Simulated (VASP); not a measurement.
A run of VASP 6.6.1 is set up as follows.

File POSCAR:

```
AlN
1.0
    2.9823987248      0.0000000000      0.0000000000
   -1.4911993624      2.5828330599      0.0000000000
    0.0000000000      0.0000000000      4.5801324555
Al N
2 2
Direct
    0.3333333333      0.6666666667      0.0016929024
    0.6666666667      0.3333333333      0.5016929024
    0.3333333333      0.6666666667      0.3833070976
    0.6666666667      0.3333333333      0.8833070976
```

File INCAR.step1:

```
PREC = Accurate ; ENCUT = 520
ISMEAR = 0 ; SIGMA = 0.05
LREAL = False ; LASPH = True
NELM = 100 ; NBANDS = 16
GGA = PE ; ALGO = Normal
EDIFF = 1E-4 ; LWAVE = True
LCHARG = False
```

The input INCAR.step2:

```
PREC = Accurate ; ENCUT = 520
EDIFF = 1E-6 ; ISMEAR = 0
SIGMA = 0.05 ; LREAL = False
LASPH = True ; NELM = 100
ALGO = Normal ; ISIF = 2
LWAVE = False ; LCHARG = False
METAGGA = R2SCAN ; LMIXTAU = True
NBANDS = 16 ; ISTART = 1
```

File KPOINTS:

```
Automatic mesh
0
Gamma
  12 12 6
```

Potentials or basis: VASP PAW PBE potentials, release 64 (Al, N).

The run is started by

```bash
$ cat potpaw_PBE.64/Al/POTCAR potpaw_PBE.64/N/POTCAR > POTCAR
$ cp INCAR.step1 INCAR
$ mpirun -np 1 vasp_std > vasp.out
$ cp INCAR.step2 INCAR
$ mpirun -np 1 vasp_std > vasp.out
```

**Question.** What does it give for the largest force?

**Answer.** 1.268 eV/Å.

**Question.** Estimate the band gap on the k mesh.

**Answer.** 5.82 eV, indirect (least direct gap 6.34 eV).

**Question.** Predict the pressure.

**Answer.** 47.6 GPa.

Forces in eV/Å, atoms in the order of the input:
```
Al   0.000  0.000 -1.268
Al   0.000  0.000 -1.268
N    0.000  0.000  1.268
N    0.000  0.000  1.268
```

Caveat: the cell differs from its parent crystal (strain -0.040 along x and y, -0.080 along z); the PAW data sets were made with another functional, which shifts forces and pressure a little. A k mesh can miss the band edges.
